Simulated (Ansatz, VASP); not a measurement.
**Al2BN3: VASP beside Ansatz**

File INCAR:

```
PREC = Accurate
ENCUT = 600
EDIFF = 1E-6
ISMEAR = 0
SIGMA = 0.02
LREAL = False
LASPH = True
NELM = 80
ALGO = Normal
ISIF = 3
LWAVE = False
LCHARG = False
GGA = PE
IBRION = 2
NSW = 100
EDIFFG = -0.01
```

KPOINTS

```
Automatic mesh
0
Gamma
  14 14 14
```

Contents of POSCAR:

```
Al2BN3
1.0
   -1.4084305701      1.4084305701      5.7507001577
    1.4084305701     -1.4084305701      5.7507001577
    1.4084305701      1.4084305701     -5.7507001577
Al B N
2 1 3
Direct
    0.3395262175      0.3395262175      0.0000000000
    0.6604737825      0.6604737825      0.0000000000
    0.0000000000      0.0000000000      0.0000000000
    0.8430129901      0.8430129901      0.0000000000
    0.1569870099      0.1569870099      0.0000000000
    0.5000000000      0.5000000000      0.0000000000
```

Input for Ansatz:

```yaml
crystal:
  lattice:
    - [-1.4084305701, 1.4084305701, 5.7507001577]
    - [1.4084305701, -1.4084305701, 5.7507001577]
    - [1.4084305701, 1.4084305701, -5.7507001577]
  atoms:
    - { symbol: Al, position: [0.3395262175, 0.3395262175, 0.0] }
    - { symbol: Al, position: [0.6604737825, 0.6604737825, 0.0] }
    - { symbol: B, position: [0.0, 0.0, 0.0] }
    - { symbol: "N", position: [0.8430129901, 0.8430129901, 0.0] }
    - { symbol: "N", position: [0.1569870099, 0.1569870099, 0.0] }
    - { symbol: "N", position: [0.5, 0.5, 0.0] }
basis:
  ecutwfc: 420
kpoints:
  mp_grid: { grid: [14, 14, 14] }
hamiltonian:
  xc: pbe
scf:
  occupations: { method: gaussian, width: 0.02 }
output:
  forces: true
  stress: true
  eigenvalues: true
relax:
  adjacent_minimum: "off"
  f_tol: 0.01
  max_steps: 80
  cell: { stress_tol: 0.05 }
```

Alike in both runs: task relaxation of cell and atoms; functional PBE; k mesh 14 × 14 × 14; occupations gaussian, width 0.02 eV; no spin polarisation.

|  | VASP | Ansatz |
| --- | --- | --- |
| version | VASP 6.6.1 | Ansatz 0.2.0 |
| potentials or method | VASP PAW PBE potentials, release 64 (Al, B, N), cutoff 600 eV | scalar-relativistic, plane waves, PAW |
| valence electrons in the cell | 24 | 24 |

|  | VASP | Ansatz | Ansatz less VASP |
| --- | --- | --- | --- |
| gap on the k mesh at the Fermi level, each at its own relaxed structure (eV) | 2.43 | 2.43 | +0.004 |
| relaxed volume (Å³/atom) | 7.59 | 7.61 | +0.012 |
| relaxed length of the cell vector where the two differ most in proportion (Å) | 6.084 | 6.086 | +0.0015 |
